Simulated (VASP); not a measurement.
# Ag (P6_3/mmc) in VASP: notebook

Runs on Ag. Level: PBEsol. Tasks: single point.

Everything below comes from runs of VASP 6.6.1. Logs are shortened: lines on timing, memory, paths and dates and some standing lists are left out, and cuts for length are marked.

## Step 1: The cell of the first run

Symmetry: P6_3/mmc, No. 194, hexagonal system. The conventional cell has a = 2.867 Å, b = 2.867 Å, c = 4.315 Å, α = 90.00°, β = 90.00°, γ = 120.00°. Within 3.6 Å of Ag (site symmetry -6m2) lie 12 Ag at 2.72 to 2.87 Å.

This isn't the form of Ag at room conditions, which is fcc.

## Step 2: Single point, PBEsol (strain +0.000 along x and y, -0.080 along z)

The input, INCAR:

```
SYSTEM = Ag
PREC     = Accurate       ! precision mode
ENCUT    = 520            ! plane-wave cutoff, eV
EDIFF    = 1E-6           ! SCF threshold, eV
ISMEAR   = 0              ! smearing method
SIGMA    = 0.15           ! smearing width, eV
LREAL    = .False.        ! projectors in reciprocal space
LASPH    = .True.         ! aspherical terms in the spheres
NELM     = 100            ! most SCF steps
ALGO     = Fast           ! electronic algorithm
ISIF     = 2              ! what is computed and relaxed
LWAVE    = .False.        ! write WAVECAR
LCHARG   = .True.         ! write CHGCAR
GGA      = PS             ! functional
LELF     = .True.         ! ELF
LVHAR    = .True.       
NBANDS   = 18             ! bands
```

The input, KPOINTS:

```
Automatic mesh
0
Gamma
  24 24 14
  0 0 0
```

The input, POSCAR:

```
Ag
1.0
    2.8670626684      0.0000000000      0.0000000000
   -1.4335313342      2.4829491051      0.0000000000
    0.0000000000      0.0000000000      4.3154577346
Ag
2
Direct
    0.3333333333      0.6666666667      0.2500000000
    0.6666666667      0.3333333333      0.7500000000
```

Potentials or basis: VASP PAW PBE potentials, release 64 (Ag).

Started as:

```bash
$ cat potpaw_PBE.64/Ag/POTCAR > POTCAR
$ mpirun -np 1 vasp_std > vasp.out
```

OUTCAR:

```text
SYSTEM = Ag
   PREC = Accurate
   ENCUT = 520
   EDIFF = 1E-6
   ISMEAR = 0
   LREAL = .False.
   LASPH = .True.
   NELM = 100
   ISIF = 2
   GGA = PS

 ion  position               nearest neighbor table
   1  0.333  0.667  0.250-   2 2.72   2 2.72   2 2.72   2 2.72   2 2.72   2 2.72
   2  0.667  0.333  0.750-   1 2.72   1 2.72   1 2.72   1 2.72   1 2.72   1 2.72

  LATTYP: Found a hexagonal cell.
 ALAT       =     2.8670626684
 C/A-ratio  =     1.5051843066

  Lattice vectors:

 A1 = (   2.8670626684,   0.0000000000,   0.0000000000)
 A2 = (  -1.4335313342,   2.4829491051,   0.0000000000)
 A3 = (   0.0000000000,   0.0000000000,   4.3154577346)

Analysis of symmetry for initial positions (statically):
=====================================================================
 Subroutine PRICEL returns:
 Original cell was already a primitive cell.

 Routine SETGRP: Setting up the symmetry group for a
 hexagonal supercell.

 Subroutine GETGRP returns: Found 24 space group operations
 (whereof 12 operations were pure point group operations)
 out of a pool of 24 trial point group operations.

The static configuration has the point symmetry D_3d.
 The point group associated with its full space group is D_6h.

Analysis of symmetry for dynamics (positions and initial velocities):
=====================================================================
 Subroutine PRICEL returns:
 Original cell was already a primitive cell.

 Routine SETGRP: Setting up the symmetry group for a
 hexagonal supercell.

 Subroutine GETGRP returns: Found 24 space group operations
 (whereof 12 operations were pure point group operations)
 out of a pool of 24 trial point group operations.

The dynamic configuration has the point symmetry D_3d.
 The point group associated with its full space group is D_6h.

 Subroutine INISYM returns: Found 24 space group operations
 (whereof 12 operations are pure point group operations),
 and found     1 'primitive' translations

----------------------------------------------------------------------------------------

                                     Primitive cell

  volume of cell :      30.7208

  direct lattice vectors                    reciprocal lattice vectors
     2.867062668  0.000000000  0.000000000     0.348789028  0.201373439  0.000000000
    -1.433531334  2.482949105  0.000000000     0.000000000  0.402746878  0.000000000
     0.000000000  0.000000000  4.315457735     0.000000000  0.000000000  0.231725129

  length of vectors
     2.867062668  2.867062668  4.315457735     0.402746878  0.402746878  0.231725129

  position of ions in fractional coordinates (direct lattice)
     0.333333333  0.666666667  0.250000000
     0.666666667  0.333333333  0.750000000

  ion indices of the primitive-cell ions
   primitive index   ion index
                 1           1
                 2           2

----------------------------------------------------------------------------------------

 KPOINTS: Automatic mesh

Automatic generation of k-mesh.
 Grid dimensions read from file:
 generate k-points for:   24   24   14

 Generating k-lattice:

  Cartesian coordinates                     Fractional coordinates (reciprocal lattice)
     0.014532876  0.008390560  0.000000000     0.041666667  0.000000000  0.000000000
     0.000000000  0.016781120  0.000000000     0.000000000  0.041666667  0.000000000
     0.000000000  0.000000000  0.016551795     0.000000000  0.000000000  0.071428571

  Length of vectors
     0.016781120  0.016781120  0.016551795

  Shift w.r.t. Gamma in fractional coordinates (k-lattice)
     0.000000000  0.000000000  0.000000000

 Subroutine IBZKPT returns following result:
 ===========================================

 Found    488 irreducible k-points:

 Following reciprocal coordinates:
            Coordinates               Weight
  0.000000  0.000000  0.000000      1.000000
  0.041667  0.000000  0.000000      6.000000
  0.083333 -0.000000  0.000000      6.000000
  0.125000 -0.000000  0.000000      6.000000
  0.166667  0.000000  0.000000      6.000000
  0.208333 -0.000000  0.000000      6.000000
[... 16 lines left out ...]
  0.416667  0.041667  0.000000     12.000000
  0.458333  0.041667  0.000000     12.000000
 [... further k-points ...]
   k-points           NKPTS =    488   k-points in BZ     NKDIM =    488   number of bands    NBANDS=     18
   number of dos      NEDOS =    301   number of ions     NIONS =      2
   total plane-waves  NPLWV =  18432
   dimension x,y,z NGX =    24 NGY =   24 NGZ =   32
   dimension x,y,z NGXF=    48 NGYF=   48 NGZF=   64
   ions per type =               2
   NGX,Y,Z   is equivalent  to a cutoff of  13.92, 13.92, 12.33 a.u.
   NGXF,Y,Z  is equivalent  to a cutoff of  27.83, 27.83, 24.65 a.u.
 SYSTEM =  Ag
   PREC   = accura    normal or accurate (medium, high low for compatibility)
   ISTART =      0    job   : 0-new  1-cont  2-samecut
   ICHARG =      2    charge: 1-file 2-atom 10-const
   ISPIN  =      1    spin polarized calculation?
   LNONCOLLINEAR =      F non collinear calculations
   LSORBIT =      F    spin-orbit coupling
   LASPH  =      T    aspherical Exc in radial PAW
   ENCUT  =  520.0 eV  38.22 Ry    6.18 a.u.   5.33  5.33  8.02*2*pi/ulx,y,z
   NELM   =    100;   NELMIN=  2; NELMDL= -5     # of ELM steps
   EDIFF  = 0.1E-05   stopping-criterion for ELM
   LREAL  =      F    real-space projection
[... 7 lines left out ...]
   TEBEG  =    0.0;   TEEND  =   0.0 temperature during run
   PSTRESS=    0.0 pullay stress
   NELECT =      22.0000    total number of electrons
   NUPDOWN=      -1.0000    fix difference up-down
   EMIN   =  10.00;   EMAX   =-10.00  energy-range for DOS
   EFERMI =   0.00;   METHOD = LEGACY
   ISMEAR =     0;   SIGMA  =   0.15  broadening in eV -4-tet -1-fermi 0-gaus
   EFERMI_NEDOS =   21; number of points for ismear=-14 and -15
   IALGO  =     68    algorithm
   IMIX   =      4    mixing-type and parameters
     AMIX     =   0.40;   BMIX     =  1.00
     AMIX_MAG =   1.60;   BMIX_MAG =  1.00
  volume/ion in A,a.u.               =      15.36       103.66
  Fermi-wavevector in a.u.,A,eV,Ry     =   1.464665  2.767816 29.187828  2.145245
  Thomas-Fermi vector in A             =   2.580614
   LORBIT       =      0    0 simple, 1 ext, 2 COOP (PROOUT), +10 PAW based schemes
   GGA     = PS    functional components
   LHFCALC =     F    Hartree Fock is set to
   AEXX    =    0.0000 exact exchange contribution
   IVDW    =     0    specifies the selected vdW correction
   LEPSILON=     F    determine dielectric tensor
   LRPA    =     F    only Hartree local field effects (RPA)
 non-spin polarized calculation
 RMM-DIIS sequential band-by-band and
 Gauss-broadening in eV      SIGMA  =   0.15
  energy-cutoff  :      520.00
  volume of cell :       30.72
 maximum number of plane-waves:       850
 NGX is ok and might be reduce to    24
   NGX = 11   NGY = 11   NGZ = 17

 number of electron      21.9999991 magnetization

 Free energy of the ion-electron system (eV)
  ---------------------------------------------------
  ext. energy  EPLUGINS =         0.00000000
  ---------------------------------------------------
  free energy    TOTEN  =        -6.44457907 eV

  energy without entropy =       -6.43820722  energy(sigma->0) =       -6.44139314

 E-fermi :   9.8102     XC(G=0): -13.0406

 val. band max:        9.8085228844   @ k =   0.3333   0.2083   0.0714
 cond. band min:       9.8163905773   @ k =   0.4583   0.0833   0.0000
 fundamental gap:      0.0078676928
 Fermi energy:         9.8102083911

 k-point     1 :       0.0000    0.0000    0.0000
  band No.  band energies     occupation
      1       1.1333      2.00000
      2       2.6834      2.00000
      3       4.6793      2.00000
      4       4.6793      2.00000
      5       5.0000      2.00000
      6       5.0598      2.00000
[... 10 lines left out ...]
     17      27.9526      0.00000
     18      28.9772      0.00000

 k-point     2 :       0.0417    0.0000    0.0000
  band No.  band energies     occupation
      1       1.1826      2.00000
      2       2.7103      2.00000
      3       4.6227      2.00000
      4       4.7070      2.00000
      5       5.0372      2.00000
      6       5.0408      2.00000
[... 10 lines left out ...]
     17      28.3546      0.00000
     18      28.9910      0.00000

 k-point     3 :       0.0833   -0.0000    0.0000
  band No.  band energies     occupation
      1       1.3285      2.00000
      2       2.7870      2.00000
      3       4.5038      2.00000
      4       4.7894      2.00000
      5       4.9649      2.00000
      6       4.9866      2.00000
[... 10 lines left out ...]
     17      28.6727      0.00000
     18      29.0148      0.00000

 k-point     4 :       0.1250   -0.0000    0.0000
  band No.  band energies     occupation
      1       1.5636      2.00000
      2       2.9003      2.00000
      3       4.3706      2.00000
      4       4.8315      2.00000
      5       4.9052      2.00000
      6       4.9228      2.00000
[... 10 lines left out ...]
     17      28.9772      0.00000
     18      29.1038      0.00000

 k-point     5 :       0.1667    0.0000    0.0000
  band No.  band energies     occupation
      1       1.8732      2.00000
      2       3.0247      2.00000
      3       4.2530      2.00000
      4       4.6291      2.00000
      5       4.8060      2.00000
      6       4.9772      2.00000
[... 10 lines left out ...]
     17      28.0133      0.00000
     18      28.8680      0.00000

 k-point     6 :       0.2083   -0.0000    0.0000
  band No.  band energies     occupation
      1       2.2288      2.00000
      2       3.1212      2.00000
      3       4.1898      2.00000
      4       4.3720      2.00000
      5       4.6983      2.00000
      6       4.9783      2.00000
[... 307 lines left out ...]
 k-point    21 :       0.3333    0.0417    0.0000
  band No.  band energies     occupation
      1       2.9453      2.00000
      2       3.1600      2.00000
      3       3.4855      2.00000
      4       4.3578      2.00000
      5       4.7903      2.00000
      6       5.2534      2.00000
[... 10 lines left out ...]
     17      23.7894      0.00000
     18      26.6624      0.00000

 k-point    22 :       0.3750    0.0417    0.0000
  band No.  band energies     occupation
      1       2.8738      2.00000
      2       3.1897      2.00000
      3       3.3216      2.00000
      4       4.2958      2.00000
      5       5.0793      2.00000
      6       5.2069      2.00000
[... 10 lines left out ...]
     17      22.7741      0.00000
     18      26.2698      0.00000

 k-point    23 :       0.4167    0.0417    0.0000
  band No.  band energies     occupation
      1       2.8143      2.00000
      2       3.1961      2.00000
      3       3.2100      2.00000
      4       4.2531      2.00000
      5       5.1759      2.00000
      6       5.2943      2.00000
[... 10 lines left out ...]
     17      21.9977      0.00000
     18      26.0006      0.00000

 k-point    24 :       0.4583    0.0417    0.0000
  band No.  band energies     occupation
      1       2.7821      2.00000
      2       3.1536      2.00000
      3       3.1950      2.00000
      4       4.2314      2.00000
      5       5.1603      2.00000
      6       5.4115      2.00000
[... 10 lines left out ...]
     17      21.4815      0.00000
     18      25.8643      0.00000

 [... further k-points ...]
[... 5 lines left out ...]
  --------------------------------------------------------------------------------------
  -------------------------------------------------------------------------------------
  Total        1.7277090      1.7277090      4.2143476      0.0000000     -0.0000000      0.0000000
  in kB       90.1050867     90.1050867    219.7905753      0.0000000     -0.0000000      0.0000000
  external PRESSURE =     133.3335829 kB  Pullay stress =       0.0000000 kB

 VOLUME and BASIS-vectors are now :
 -----------------------------------------------------------------------------
  energy-cutoff  :      520.00
  volume of cell :       30.72
      direct lattice vectors                 reciprocal lattice vectors
     2.867062668  0.000000000  0.000000000     0.348789028  0.201373439  0.000000000
    -1.433531334  2.482949105  0.000000000     0.000000000  0.402746878  0.000000000
     0.000000000  0.000000000  4.315457735     0.000000000  0.000000000  0.231725129

 POSITION                                       TOTAL-FORCE (eV/Angst)
 -----------------------------------------------------------------------------------
     -0.00000      1.65530      1.07886         0.000000      0.000000      0.000000
      1.43353      0.82765      3.23659        -0.000000      0.000000      0.000000
 -----------------------------------------------------------------------------------
    total drift:                               -0.000000      0.000000     -0.000000

  FREE ENERGIE OF THE ION-ELECTRON SYSTEM (eV)
  ---------------------------------------------------
  free  energy   TOTEN  =        -6.4445790679 eV

  energy  without entropy=       -6.4382072180  energy(sigma->0) =       -6.44139314
```

It took 71 s on 1 thread of Intel Xeon 6975P-C (Granite Rapids), shared host; peak memory 0.32 GiB.

Results:

```yaml
Free_energy: -6.4446 eV
Pressure: 13.3 GPa
Band_gap_on_the_k_mesh: zero (bands 11 and 12 overlap by 7.45 eV)
```

Caveat: the cell differs from its parent crystal (strain +0.000 along x and y, -0.080 along z); the stress differs along the axes, from 9 to 22 GPa; the PAW data sets were made with another functional, which shifts forces and pressure a little.

## Step 3: Single point, PBEsol (strain -0.040 along x and y, +0.000 along z)

The input, INCAR:

```
SYSTEM = Ag
ALGO = Fast ; EDIFF = 1E-7
ENCUT = 520 ; GGA = PS
ISIF = 2 ; ISMEAR = 0
LASPH = .TRUE. ; LCHARG = .FALSE.
LREAL = .FALSE. ; LWAVE = .FALSE.
NBANDS = 18 ; NELM = 80
PREC = Accurate ; SIGMA = 0.15
```

The input, KPOINTS:

```
k-points
0
G
  24 24 14
  0 0 0
```

The input, POSCAR:

```
Ag
1.0
    2.7523801617      0.0000000000      0.0000000000
   -1.3761900808      2.3836311409      0.0000000000
    0.0000000000      0.0000000000      4.6907149289
Ag
2
Direct
    0.3333333333      0.6666666667      0.2500000000
    0.6666666667      0.3333333333      0.7500000000
```

Potentials or basis: VASP PAW PBE potentials, release 64 (Ag).

Started as:

```bash
$ cat potpaw_PBE.64/Ag/POTCAR > POTCAR
$ mpirun -np 1 vasp_std > vasp.out
```

Run time: 87 s. Hardware: 1 thread of Intel Xeon 6975P-C (Granite Rapids), shared host; peak memory 0.31 GiB.

Results (log left out):

| Quantity | Value |
| --- | --- |
| Free energy | -6.5085 eV |
| Pressure | 12.0 GPa |
| Band gap on the k mesh | zero (bands 11 and 12 overlap by 8.08 eV) |

Stress tensor (GPa, compression positive):
```
14.23  0.00  0.00
 0.00 14.23  0.00
 0.00  0.00  7.59
```

Levels at points of the mesh, in eV from the Fermi level:
| k point | band 8 | band 9 | band 10 | band 11 | band 12 | band 13 | band 14 | band 15 |
| --- | --- | --- | --- | --- | --- | --- | --- | --- |
| (0.00, 0.00, 0.00) | -4.21 | -4.21 | -3.16 | -3.16 | -1.11 | 3.56 | 16.17 | 17.08 |
| (0.50, 0.00, 0.00) | -3.01 | -2.87 | -2.74 | 0.17 | 1.95 | 7.12 | 7.34 | 10.07 |
| (0.00, 0.00, 0.50) | -5.11 | -3.53 | -3.53 | -3.53 | -3.53 | 10.95 | 10.95 | 16.57 |
| (0.50, 0.00, 0.50) | -3.26 | -2.79 | -2.79 | 0.62 | 0.62 | 5.31 | 5.31 | 14.11 |

Caveat: the cell differs from its parent crystal (strain -0.040 along x and y, +0.000 along z); the stress differs along the axes, from 8 to 14 GPa; the PAW data sets were made with another functional, which shifts forces and pressure a little.
